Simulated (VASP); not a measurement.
Wanted: the native input for a VASP 6.6.1 run.

- Task: single point
- Functional: PBE
- Potentials or basis: VASP PAW PBE potentials, release 64 (Hf_pv)
- Cutoff: 520 eV
- k mesh: 13 × 13 × 13
- Occupations: fermi-dirac, width 0.05 eV
- Spin: no spin polarisation
- Dipole correction: no
- Further INCAR settings: ALGO = Normal; EDIFF = 1e-07; NBANDS = 11

The structure of Hf lies in POSCAR:

```
Hf
1.0
    0.0000000000      2.2424017020      2.2424017020
    2.2424017020      0.0000000000      2.2424017020
    2.2424017020      2.2424017020      0.0000000000
Hf
1
Direct
    0.0000000000      0.0000000000      0.0000000000
```

One way to write it, as run:

INCAR

```
ALGO = Normal ; EDIFF = 1E-7
ENCUT = 520 ; GGA = PE
ISIF = 2 ; ISMEAR = -1
LASPH = T ; LCHARG = T
LELF = T ; LREAL = F
LVHAR = T ; LWAVE = F
NBANDS = 11 ; NELM = 100
PREC = Accurate ; SIGMA = 0.05
```

KPOINTS

```
k-points
0
Gamma
  13 13 13
```

Potentials or basis: VASP PAW PBE potentials, release 64 (Hf_pv).

The run is started by

```sh
$ cat potpaw_PBE.64/Hf_pv/POTCAR > POTCAR
$ mpirun -np 1 vasp_std > vasp.out
```

It gave:

- Pressure: -0.4 GPa
- Band gap on the k mesh: zero (band 5 reaches 6.09 eV, above the bottom of band 6 at 4.14 eV)

Caveat: spin-orbit coupling is left out, which moves the levels of the heavy elements.

Wall time 11 s on 1 thread of AMD EPYC 9R45 96-Core Processor (Zen 5) (shared host), peak memory 0.12 GiB.
